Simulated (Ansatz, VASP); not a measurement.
**Lu: VASP beside Ansatz**

```
Lu
1.0
     3.50708    0.00000    0.00000
    -1.75354    3.03722    0.00000
     0.00000    0.00000    5.47729
Lu
2
Direct
  0.33333 0.66667 0.25000
  0.66667 0.33333 0.75000
```

Alike in both runs: functional PBE; k mesh 10 × 10 × 6; occupations fermi-dirac, width 0.1 eV; no spin polarisation.

Ansatz relaxed the structure, and its values are those at the end. VASP's run is a single point on that final structure, the one shown.

|  | VASP | Ansatz |
| --- | --- | --- |
| version | VASP 6.6.1 | Ansatz 0.2.0 |
| potentials or method | VASP PAW PBE potentials, release 64 (Lu), cutoff 520 eV | plane waves (420 eV) with PAW, scalar-relativistic |
| valence electrons in the cell | 50 | 50 |

Ansatz gave:

- pressure (GPa): 0.0

Question: What did VASP give for the same quantities?

Answer: Pressure (GPa): 0.1.

The functional is the same, so the differences come from potentials, cutoffs and numerics.

Neither program's run includes spin-orbit coupling.
